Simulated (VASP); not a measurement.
Runs of VASP 6.6.1 on BN. The structure is that of space group P6_3mc (No. 186), or close to it. The cells are those of the table. 

```csv
level,cell,smearing,gap on the mesh (eV),pressure (GPa),largest force (eV/Å)
PBE,"a = 2.544, b = 2.544, c = 4.208 Å, angles 90.0, 90.0, 120.0°, 4 atoms",fermi-dirac 0.02 eV,5.19,4.9,0.01
r2SCAN,"a = 2.544, b = 2.544, c = 4.208 Å, angles 90.0, 90.0, 120.0°, 4 atoms",gaussian 0.01 eV,5.72,1.1,-
PBE,"a = 2.531, b = 2.531, c = 4.187 Å, angles 90.0, 90.0, 120.0°, 4 atoms",fermi-dirac 0.02 eV,5.16,(b),0.01
r2SCAN,"a = 2.531, b = 2.531, c = 4.187 Å, angles 90.0, 90.0, 120.0°, 4 atoms",gaussian 0.01 eV,(a),(c),-
```

Alike in all rows: task single point; potentials or basis VASP PAW PBE potentials, release 64 (B, N); no spin polarisation; k mesh 12 × 12 × 6; cutoff (eV) 520.

Fill in the values left out.

(a) 5.69; (b) 11.0; (c) 7.2.

Caveats: the PAW data sets were made with another functional, which shifts forces and pressure a little (some runs).

A k mesh can miss the band edges.
